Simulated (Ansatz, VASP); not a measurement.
MgCdS4: VASP beside Ansatz

Contents of INCAR:

```
SYSTEM = MgCdS4
ALGO = Normal ; EDIFF = 1E-7
EDIFFG = -0.01 ; ENCUT = 600
GGA = PE ; IBRION = 2
ISIF = 3 ; ISMEAR = 0
LASPH = .TRUE. ; LCHARG = .FALSE.
LREAL = .FALSE. ; LWAVE = .FALSE.
NELM = 80 ; NSW = 100
PREC = Accurate ; SIGMA = 0.1
```

File KPOINTS:

```
k-points
0
G
  6 6 10
  0 0 0
```

File POSCAR:

```
MgCdS4
1.0
    5.8609733392      0.0000000000      0.0000000000
   -2.9304866696      5.0757518026      0.0000000000
    0.0000000000      0.0000000000      4.0938322320
Mg Cd S
1 1 4
Direct
    0.0000000000      0.0000000000      0.0000000000
    0.6666666667      0.3333333333      0.0000000000
    0.3333333333      0.6666666667      0.0000000000
    0.6718115287      0.8359057644      0.5000000000
    0.1640942356      0.8359057644      0.5000000000
    0.1640942356      0.3281884713      0.5000000000
```

Input for Ansatz:

```yaml
crystal:
  lattice:
    - [5.8609733392, 0.0, 0.0]
    - [-2.9304866696, 5.0757518026, 0.0]
    - [0.0, 0.0, 4.093832232]
  atoms:
    - { symbol: Mg, position: [0.0, 0.0, 0.0] }
    - { symbol: Cd, position: [0.6666666667, 0.3333333333, 0.0] }
    - { symbol: S, position: [0.3333333333, 0.6666666667, 0.0] }
    - { symbol: S, position: [0.6718115287, 0.8359057644, 0.5] }
    - { symbol: S, position: [0.1640942356, 0.8359057644, 0.5] }
    - { symbol: S, position: [0.1640942356, 0.3281884713, 0.5] }
basis:
  ecutwfc: 420
kpoints:
  mp_grid: { grid: [6, 6, 10] }
hamiltonian:
  xc: pbe
scf:
  occupations: { method: gaussian, width: 0.1 }
output:
  forces: true
  stress: true
  eigenvalues: true
relax:
  adjacent_minimum: "off"
  f_tol: 0.01
  max_steps: 80
  cell: { stress_tol: 0.05 }
```

Change from the starting cell: species swapped into the HoBeCu4 type (P-6m2, No. 187).

Alike in both runs: task relaxation of cell and atoms; functional PBE; k mesh 6 × 6 × 10; occupations gaussian, width 0.1 eV; no spin polarisation.

```csv
,VASP,Ansatz
version,VASP 6.6.1,Ansatz 0.2.0
potentials or method,"VASP PAW PBE potentials, release 64 (Mg, Cd, S), cutoff 600 eV","scalar-relativistic, plane waves, PAW"
valence electrons in the cell,38,54
```

|  | VASP | Ansatz | Ansatz less VASP |
| --- | --- | --- | --- |
| gap on the k mesh at the Fermi level, each at its own relaxed structure (eV) | none | none | - |
| relaxed volume (Å³/atom) | 21.43 | 21.48 | +0.052 |
| relaxed length of the cell vector where the two differ most in proportion (Å) | 3.178 | 3.188 | +0.0099 |

A gap of «none» marks a metal or a gap that the smearing closes. VASP's potentials hold 38 valence electrons a cell and Ansatz's 54, so a difference there can come from the potentials and not from the codes.
